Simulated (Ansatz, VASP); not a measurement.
**Two plane-wave programs on Si**

```
Si
1.0
     0.00000    2.71356    2.71356
     2.71356    0.00000    2.71356
     2.71356    2.71356    0.00000
Si
2
Cartesian
  4.0703 4.0703 4.0703
  2.7136 2.7136 2.7136
```

Alike in both runs: functional PBE; k mesh 9 × 9 × 9; occupations fermi-dirac, width 0.05 eV; no spin polarisation.

Ansatz relaxed the structure, and its values are those at the end. VASP's run is a single point on that final structure, the one shown.

|  | VASP | Ansatz |
| --- | --- | --- |
| version | VASP 6.6.1 | Ansatz 0.2.0 |
| potentials or method | VASP PAW PBE potentials, release 64 (Si) | plane-wave PAW, scalar-relativistic |
| plane-wave cutoff (eV) | 500 | 420 |
| valence electrons in the cell | 8 | 8 |

Ansatz gave:

* pressure (GPa): 2.2

**Question.** Which values does VASP return?

**Answer.** Pressure (GPa): 2.1.

Ansatz's warnings: stress scf threshold loose.
